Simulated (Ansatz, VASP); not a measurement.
One calculation of ZnCu, two programs

INCAR

```
PREC = Accurate ; ENCUT = 820
EDIFF = 1E-6 ; ISMEAR = -1
SIGMA = 0.05 ; LREAL = F
LASPH = T ; NELM = 120
ALGO = Normal ; ISIF = 2
LWAVE = F ; LCHARG = F
GGA = PE ; NBANDS = 22
GGA_COMPAT = F
```

KPOINTS

```
regular mesh
0
Gamma
  11 11 7
```

File POSCAR:

```
ZnCu
1.0
    1.4780518602     -2.1070417992      0.0000000000
    1.4780518602      2.1070417992      0.0000000000
    0.0000000000      0.0000000000      4.1129549210
Zn Cu
1 1
Direct
    0.5000000000      0.5000000000      0.5000000000
    0.0000000000      0.0000000000      0.0000000000
```

Contents of input.yaml:

```yaml
crystal:
  lattice:
    - [1.4780518602, -2.1070417992, 0.0]
    - [1.4780518602, 2.1070417992, 0.0]
    - [0.0, 0.0, 4.112954921]
  atoms:
    - { symbol: Zn, position: [0.5, 0.5, 0.5] }
    - { symbol: Cu, position: [0.0, 0.0, 0.0] }
hamiltonian:
  xc: pbe
  pseudopotentials: { kind: paw }
kpoints:
  mp_grid: { grid: [11, 11, 7] }
scf:
  occupations: { method: fermi_dirac, width: 0.05 }
output:
  forces: true
  stress: true
  eigenvalues: true
```

Alike in both runs: task single point; functional PBE; k mesh 11 × 11 × 7; occupations fermi-dirac, width 0.05 eV; no spin polarisation.

```csv
,VASP,Ansatz
version,VASP 6.6.1,Ansatz 0.2.0
potentials or method,"VASP PAW PBE potentials, release 64 (Zn, Cu_sv_GW)",Ansatz PAW
plane-wave cutoff (eV),820,420
valence electrons in the cell,31,31
```

Ansatz gave:

```
gap on the k mesh at the Fermi level (eV)                     : none
pressure (GPa)                                                : 2.6
traceless stress, the component that is largest in VASP (GPa) : 0.69
```

Which values does VASP return?

gap on the k mesh at the Fermi level (eV): none; pressure (GPa): 1.8; traceless stress, the component that is largest in VASP (GPa): 0.71.

A gap of «none» marks a metal or a gap that the smearing closes.
